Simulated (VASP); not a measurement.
Wanted: the native input for a VASP 6.6.1 run.

```yaml
Task: single point
Functional: PBE
Potentials_or_basis: VASP PAW PBE potentials, release 64 (Mg, Cd, S)
Cutoff: 520 eV
k_mesh: 8 × 8 × 4
Occupations: gaussian, width 0.02 eV
Spin: no spin polarisation
Dipole_correction: no
Further_INCAR_settings: ALGO = Normal; EDIFF = 1e-06; NBANDS = 31
```

The structure of Mg3CdS4 lies in POSCAR:

```
Mg3CdS4
1.0
    3.7522800514      0.0000000000      0.0000000000
    0.0000000000      3.7522800514      0.0000000000
    0.0000000000      0.0000000000     10.6323815453
Mg Cd S
3 1 4
Direct
    0.0000000000      0.0000000000      0.7543919888
    0.5000000000      0.5000000000      0.0000000000
    0.0000000000      0.0000000000      0.2456080112
    0.5000000000      0.5000000000      0.5000000000
    0.0000000000      0.0000000000      0.0000000000
    0.5000000000      0.5000000000      0.2431612480
    0.0000000000      0.0000000000      0.5000000000
    0.5000000000      0.5000000000      0.7568387520
```

These files were run (other wordings do the same):

INCAR

```
SYSTEM = Mg3CdS4
PREC = Accurate ; ENCUT = 520
EDIFF = 1E-6 ; ISMEAR = 0
SIGMA = 0.02 ; LREAL = .False.
LASPH = .True. ; NELM = 60
ALGO = Normal ; ISIF = 2
LWAVE = .False. ; LCHARG = .False.
GGA = PE ; NBANDS = 31
```

KPOINTS

```
Automatic mesh
0
Gamma
  8 8 4
  0 0 0
```

Potentials or basis: VASP PAW PBE potentials, release 64 (Mg, Cd, S).

Launch:

```sh
$ cat potpaw_PBE.64/Mg/POTCAR potpaw_PBE.64/Cd/POTCAR potpaw_PBE.64/S/POTCAR > POTCAR
$ mpirun -np 1 vasp_std > vasp.out
```

It gave:

The pressure is -0.1 GPa, the largest force is 0.026 eV/Å and the band gap on the k mesh is 1.04 eV, indirect (least direct gap 1.85 eV).

Run time: 120 s on 1 thread of AMD EPYC 7R13 Processor (Zen 3), with other jobs on the host, peak memory 0.33 GiB.
